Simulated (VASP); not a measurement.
# TiO2 in VASP: a series of runs, part 3 of 3

VASP 6.6.1. The steps go on from the part before.

### 6 Relaxation of cell and atoms, LDA+U

The input, INCAR:

```
SYSTEM = TiO2
  ALGO = Normal
  EDIFF = 1E-7
  EDIFFG = -0.01
  ENCUT = 600
  GGA_COMPAT = .FALSE.
  IBRION = 2
  ISIF = 3
  ISMEAR = -1
  KPAR = 4
  LASPH = .TRUE.
  LCHARG = .FALSE.
  LDAU = .TRUE.
  LDAUJ = 0 0
  LDAUL = 2 -1
  LDAUPRINT = 1
  LDAUTYPE = 2
  LDAUU = 2 0
  LMAXMIX = 4
  LREAL = .FALSE.
  LWAVE = .FALSE.
  NELM = 200
  NELMIN = 4
  NSW = 60
  PREC = Accurate
  SIGMA = 0.05
```

The input, KPOINTS:

```
k-points
0
G
  7 5 3
  0 0 0
```

The input, POSCAR:

```
TiO2
1.0
    2.9682645463      0.0000000000      0.0000000000
    0.0002080834      4.7076067549      0.0000000000
    1.4835696211      0.2423534620      7.0834647979
Ti O
3 6
Direct
    0.0033718700      0.0003888100      0.0007031900
    0.3446402100      0.4802596500      0.3169598700
    0.6617081400      0.5204743600      0.6844963600
    0.4400381600      0.1854376900      0.1285388000
    0.7779263400      0.2977287500      0.4518780700
    0.1012362400      0.3089534200      0.8062432200
    0.9064972100      0.6918369900      0.1951715700
    0.2294071500      0.7030072800      0.5495147300
    0.5680256700      0.8153000600      0.8728271800
```

Potentials or basis: VASP PAW LDA potentials, release 64 (Ti_sv, O).

Launch:

```bash
cat potpaw_LDA.64/Ti_sv/POTCAR potpaw_LDA.64/O/POTCAR > POTCAR
mpirun -np 4 vasp_std > vasp.out
```

Run time: 24 min. Hardware: 4 MPI ranks of Oxide Virtual Turin-like, shared host; peak memory 0.32 GiB.

It converged, with:

```
Free energy                           : -83.6233 eV
Relaxed volume                        : 10.77 Å³/atom
Relaxed cell                          : a = 2.954 Å, b = 4.649 Å, c = 7.212 Å, α = 88.31°, β = 78.18°, γ = 90.00°
Space group after relaxing (to 0.1 Å) : C2/m (No. 12)
Energy gained by relaxing             : 2.9 meV/atom
Ionic steps                           : 34
Pressure after relaxing               : 0.0 GPa
Largest force after relaxing          : 0.010 eV/Å
Band gap on the k mesh                : 2.51 eV (least direct gap 2.52 eV)
```

Forces in eV/Å, atoms in the order of the input:
```
Ti  -0.002  0.000 -0.001
Ti  -0.001  0.008 -0.006
Ti  -0.002 -0.007  0.006
O    0.002  0.009  0.000
O    0.000 -0.002  0.008
O    0.001 -0.008  0.003
O    0.001  0.007 -0.002
O    0.000  0.001 -0.009
O    0.001 -0.008  0.001
```

The path:
```csv
step,energy change (eV),largest force (eV/Å),pressure (GPa),volume (Å³)
1,0.0000,0.2124,-4.22,98.98
2,0.0328,0.6730,6.72,94.89
3,-0.0230,0.1204,-0.17,97.35
4,-0.0230,0.1272,-0.09,97.32
5,-0.0245,0.1006,0.03,97.10
6,-0.0245,0.1106,0.04,97.09
7,-0.0249,0.0721,-0.05,97.01
8,-0.0250,0.0442,-0.02,97.03
9,-0.0252,0.0184,-0.02,97.00
10,-0.0253,0.0263,-0.01,96.97
11,-0.0254,0.0178,0.00,96.93
12,-0.0254,0.0169,0.01,96.92
13,-0.0255,0.0141,-0.02,96.92
14,-0.0255,0.0183,-0.03,96.93
15,-0.0255,0.0143,-0.02,96.91
16,-0.0255,0.0163,0.00,96.90
17,-0.0256,0.0122,0.02,96.89
18,-0.0256,0.0135,0.08,96.87
19,-0.0256,0.0100,0.07,96.88
20,-0.0256,0.0112,-0.04,96.90
21,-0.0256,0.0107,-0.03,96.90
22,-0.0256,0.0109,-0.02,96.89
23,-0.0257,0.0144,0.01,96.88
24,-0.0257,0.0163,0.03,96.87
25,-0.0257,0.0144,0.03,96.87
26,-0.0257,0.0149,0.02,96.87
27,-0.0257,0.0204,0.00,96.87
28,-0.0257,0.0149,0.01,96.87
29,-0.0258,0.0179,0.04,96.87
30,-0.0258,0.0169,0.03,96.87
31,-0.0258,0.0140,0.01,96.89
32,-0.0258,0.0179,-0.03,96.92
33,-0.0258,0.0136,-0.03,96.91
34,-0.0258,0.0097,-0.02,96.91
```

Final structure:
```
Ti O
1.0
     2.95415   -0.00011    0.00008
     0.00003    4.64919   -0.00895
     1.47671    0.22578    7.05563
Ti O
3 6
Direct
  0.00373 0.00037 0.00071
  0.34521 0.48258 0.31760
  0.66225 0.51816 0.68381
  0.44025 0.18813 0.12738
  0.77846 0.29606 0.45102
  0.10165 0.30639 0.80467
  0.90555 0.69439 0.19675
  0.22883 0.70469 0.55038
  0.56692 0.81262 0.87402
```

Levels at points of the mesh, in eV from the valence-band top:
| k point | band 32 | band 33 | band 34 | band 35 | band 36 | band 37 | band 38 | band 39 | band 40 | band 41 |
| --- | --- | --- | --- | --- | --- | --- | --- | --- | --- | --- |
| (0.00, 0.00, 0.00) | -0.91 | -0.46 | -0.36 | -0.26 | -0.01 | 2.51 | 2.92 | 3.02 | 3.13 | 3.40 |

Eigenvalues of the final occupation matrices:
```tsv
site	spin	trace	eigenvalues
site 1 d	1	0.86	0.09 0.11 0.11 0.26 0.27
site 1 d	2	0.86	0.09 0.11 0.11 0.26 0.27
site 2 d	1	0.88	0.11 0.11 0.12 0.27 0.28
site 2 d	2	0.88	0.11 0.11 0.12 0.27 0.28
site 3 d	1	0.88	0.11 0.11 0.12 0.27 0.28
site 3 d	2	0.88	0.11 0.11 0.12 0.27 0.28
```

A k mesh can miss the band edges.

### 7 Relaxation of cell and atoms, LDA+U

The input, INCAR:

```
SYSTEM = TiO2
ALGO = Normal
EDIFF = 1E-7
EDIFFG = -0.01
ENCUT = 600
GGA = CA
GGA_COMPAT = .FALSE.
IBRION = 2
ISIF = 3
ISMEAR = -1
KPAR = 4
LASPH = .TRUE.
LCHARG = .FALSE.
LDAU = .TRUE.
LDAUJ = 0 0
LDAUL = 2 -1
LDAUPRINT = 1
LDAUTYPE = 2
LDAUU = 8 0
LMAXMIX = 4
LREAL = .FALSE.
LWAVE = .FALSE.
NELM = 200
NELMIN = 4
NSW = 60
PREC = Accurate
SIGMA = 0.05
```

KPOINTS is that of step 6.

POSCAR is that of step 6.

Launch:

```bash
cat potpaw_LDA.64/Ti_sv/POTCAR potpaw_LDA.64/O/POTCAR > POTCAR
mpirun -np 4 vasp_std > vasp.out
```

Wall time 26 min (4 MPI ranks of Oxide Virtual Turin-like, shared host); peak memory 0.32 GiB.

Results (log left out):

```
Free energy                           : -72.1517 eV
Relaxed volume                        : 11.27 Å³/atom
Relaxed cell                          : a = 3.026 Å, b = 4.684 Å, c = 7.321 Å, α = 87.94°, β = 78.07°, γ = 90.00°
Space group after relaxing (to 0.1 Å) : C2/m (No. 12)
Energy gained by relaxing             : 9.3 meV/atom
Ionic steps                           : 17
Pressure after relaxing               : 0.0 GPa
Largest force after relaxing          : 0.008 eV/Å
Band gap on the k mesh                : 3.22 eV (least direct gap 3.30 eV)
```

Forces on the atoms (eV/Å):
```
Ti   0.000  0.000  0.000
Ti   0.000 -0.008  0.001
Ti   0.000  0.008  0.000
O    0.000  0.000 -0.003
O    0.000  0.001 -0.003
O    0.000 -0.005 -0.007
O   -0.001  0.005  0.007
O    0.000 -0.001  0.003
O    0.000  0.000  0.003
```

The path:
| step | energy change (eV) | largest force (eV/Å) | pressure (GPa) | volume (Å³) |
| --- | --- | --- | --- | --- |
| 1 | 0.0000 | 0.4434 | 7.11 | 98.98 |
| 2 | 0.1002 | 0.9861 | -10.00 | 106.12 |
| 3 | -0.0740 | 0.1910 | -0.26 | 101.72 |
| 4 | -0.0741 | 0.1876 | -0.13 | 101.66 |
| 5 | -0.0808 | 0.1805 | -0.21 | 101.77 |
| 6 | -0.0808 | 0.1632 | -0.21 | 101.76 |
| 7 | -0.0820 | 0.1291 | 0.08 | 101.61 |
| 8 | -0.0825 | 0.0413 | -0.02 | 101.67 |
| 9 | -0.0830 | 0.0331 | -0.03 | 101.64 |
| 10 | -0.0831 | 0.0540 | -0.05 | 101.54 |
| 11 | -0.0833 | 0.0303 | -0.03 | 101.58 |
| 12 | -0.0834 | 0.0243 | -0.01 | 101.52 |
| 13 | -0.0834 | 0.0242 | 0.00 | 101.53 |
| 14 | -0.0835 | 0.0154 | -0.02 | 101.50 |
| 15 | -0.0835 | 0.0188 | -0.03 | 101.46 |
| 16 | -0.0835 | 0.0154 | -0.01 | 101.48 |
| 17 | -0.0836 | 0.0084 | 0.00 | 101.45 |

Final structure:
```xyz
9
Lattice="3.0258 0.0000 0.0001 0.0001 4.6842 0.0073 1.5126 0.2520 7.1585" Properties=species:S:1:pos:R:3 pbc="T T T"
Ti    0.0121    0.0019    0.0050
Ti    1.5250    2.3309    2.2724
Ti    3.0377    2.6092    4.9036
O     1.5250    0.9037    0.9094
O     3.0378    1.5004    3.2403
O     1.5247    1.6596    5.7720
O     3.0380    3.2804    1.4040
O     1.5249    3.4396    3.9357
O     3.0378    4.0363    6.2666
```

Levels at points of the mesh, in eV from the valence-band top:
| k point | band 32 | band 33 | band 34 | band 35 | band 36 | band 37 | band 38 | band 39 | band 40 | band 41 |
| --- | --- | --- | --- | --- | --- | --- | --- | --- | --- | --- |
| (0.00, 0.00, 0.00) | -0.85 | -0.61 | -0.44 | -0.25 | -0.02 | 3.30 | 3.67 | 3.70 | 3.76 | 4.06 |

Eigenvalues of the final occupation matrices:
```
    site  spin  trace               eigenvalues
site 1 d     1   0.72  0.06 0.08 0.08 0.24 0.25
site 1 d     2   0.72  0.06 0.08 0.08 0.24 0.25
site 2 d     1   0.74  0.07 0.08 0.08 0.25 0.26
site 2 d     2   0.74  0.07 0.08 0.08 0.25 0.26
site 3 d     1   0.74  0.07 0.08 0.08 0.25 0.26
site 3 d     2   0.74  0.07 0.08 0.08 0.25 0.26
```

A k mesh can miss the band edges.

### 8 The runs side by side

```csv
task,level,potentials or basis,U,cell,k mesh,cutoff (eV),gap on the mesh (eV),pressure (GPa),relaxed volume (Å³/atom),largest force (eV/Å)
relaxation of cell and atoms,PBEsol,"VASP PAW PBE potentials, release 64 (Ti_sv, O)",-,"relaxed from a = 2.968, b = 4.708, c = 7.241 Å, angles 88.1, 78.2, 90.0°, 9 atoms, atomic positions A",9 × 6 × 4,600,2.25,0.0,10.90,0.01
single point,PBE,"VASP PAW PBE potentials, release 64 (Ti_sv, O)",-,"a = 2.979, b = 4.777, c = 7.280 Å, angles 88.6, 78.2, 90.0°, 9 atoms, atomic positions B",9 × 6 × 4,520,2.29,0.7,-,0.06
relaxation of cell and atoms,LDA+U,"VASP PAW LDA potentials, release 64 (Ti_sv, O)",Ti d U = 4.0 eV,"relaxed from a = 2.968, b = 4.708, c = 7.241 Å, angles 88.1, 78.2, 90.0°, 9 atoms, atomic positions A",7 × 5 × 3,600,2.75,0.0,10.94,0.01
relaxation of cell and atoms,PBE,"VASP PAW PBE potentials, release 64 (Ti_sv, O)",-,"relaxed from a = 2.968, b = 4.708, c = 7.241 Å, angles 88.1, 78.2, 90.0°, 9 atoms, atomic positions A",9 × 6 × 4,600,2.21,0.0,11.26,0.01
relaxation of cell and atoms,LDA+U,"VASP PAW LDA potentials, release 64 (Ti_sv, O)",Ti d U = 2.0 eV,"relaxed from a = 2.968, b = 4.708, c = 7.241 Å, angles 88.1, 78.2, 90.0°, 9 atoms, atomic positions A",7 × 5 × 3,600,2.51,0.0,10.77,0.01
relaxation of cell and atoms,LDA+U,"VASP PAW LDA potentials, release 64 (Ti_sv, O)",Ti d U = 8.0 eV,"relaxed from a = 2.968, b = 4.708, c = 7.241 Å, angles 88.1, 78.2, 90.0°, 9 atoms, atomic positions A",7 × 5 × 3,600,3.22,0.0,11.27,0.01
```

Alike in all rows: no spin polarisation; smearing fermi-dirac 0.05 eV.

Caveats: the PAW data sets were made with another functional, which shifts forces and pressure a little (at least some runs).

Absolute energies hang on the potentials; compare differences alone.
